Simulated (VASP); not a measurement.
**Sb: single point with r2SCAN0**

Sb:

```
Sb
1.0
     3.18093    0.00000    0.00000
     0.00000    3.18093    0.00000
     0.00000    0.00000    3.18093
Sb
1
Direct
  0.00000 0.00000 0.00000
```

This isn't the form of Sb at room conditions, which is rhombohedral.

- Program: VASP 6.6.1
- Task: single point
- Functional: r2SCAN0
- Potentials or basis: VASP PAW PBE potentials, release 64 (Sb)
- Cutoff: 520 eV
- k mesh: 4 × 4 × 4
- Occupations: fermi-dirac, width 0.05 eV
- Spin: no spin polarisation

```
Pressure               : -7.8 GPa
Band gap on the k mesh : zero (an odd number of electrons rules out a gap without spin polarisation)
```

Levels at points of the mesh, in eV from the Fermi level:
```
           k point  band 1  band 2  band 3  band 4  band 5  band 6
(0.00, 0.00, 0.00)  -14.40    3.55    3.55    3.55    7.53    7.53
(0.50, 0.00, 0.00)  -11.89   -6.80    5.67    5.67    9.63   11.72
(0.50, 0.50, 0.00)   -9.11   -4.59   -4.59    3.00    7.74   13.47
(0.50, 0.50, 0.50)   -5.99   -2.58   -2.58   -2.58    5.66    5.66
```

It took 120 s on 1 thread of Intel Xeon 8259CL (shared host), peak memory 0.15 GiB.

Caveat: the k points lie up to 0.49 Å⁻¹ apart, too coarse for converged energies and pressures of a metal; the PAW data sets were made with another functional, which shifts forces and pressure a little; spin-orbit coupling is left out, which moves the levels of the heavy elements.
